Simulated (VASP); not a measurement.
Set up this calculation in VASP 6.6.1, as the native input.

```
Task                   : single point
Functional             : BLYP
Potentials or basis    : VASP PAW PBE potentials, release 64 (Mo_sv)
Cutoff                 : 520 eV
k mesh                 : 14 × 14 × 4
Occupations            : fermi-dirac, width 0.1 eV
Spin                   : no spin polarisation
Dipole correction      : no
Further INCAR settings : ALGO = Normal; EDIFF = 1e-06; NBANDS = 36
```

The structure of Mo lies in POSCAR:

```
Mo
1.0
    2.6877872146      0.0000000000      0.0000000000
   -1.3438936073      2.3276920078      0.0000000000
    0.0000000000      0.0000000000      9.4153036047
Mo
4
Direct
    0.0000000000      0.0000000000      1.0000000000
    1.0000000000      0.0000000000      0.5000000000
    0.3333333333      0.6666666667      0.2500000000
    0.6666666667      0.3333333333      0.7500000000
```

This isn't the form of Mo at room conditions, which is bcc.

These files were run (other wordings do the same):

INCAR

```
SYSTEM = Mo
PREC = Accurate ; ENCUT = 520
EDIFF = 1E-6 ; ISMEAR = -1
SIGMA = 0.1 ; LREAL = .FALSE.
LASPH = .TRUE. ; NELM = 80
ALGO = Normal ; ISIF = 2
LWAVE = .FALSE. ; LCHARG = .TRUE.
GGA = B5 ; ALDAX = 1.0
AGGAX = 1.0 ; AGGAC = 1.0
ALDAC = 0.0 ; LELF = .TRUE.
LVHAR = .TRUE. ; NBANDS = 36
```

KPOINTS

```
regular mesh
0
G
  14 14 4
  0 0 0
```

Potentials or basis: VASP PAW PBE potentials, release 64 (Mo_sv).

Launch:

```console
$ cat potpaw_PBE.64/Mo_sv/POTCAR > POTCAR
$ mpirun -np 1 vasp_std > vasp.out
```

It gave:

| Property | Result |
| --- | --- |
| Pressure | 37.0 GPa |
| Band gap on the k mesh | zero (bands 28 and 29 overlap by 1.85 eV) |

Caveat: the stress differs along the axes, from 32 to 39 GPa; the PAW data sets were made with another functional, which shifts forces and pressure a little.

It took 2.2 min on 1 thread of Intel(R) Xeon(R) Platinum 8488C (Sapphire Rapids), with other jobs on the host, peak memory 0.24 GiB.
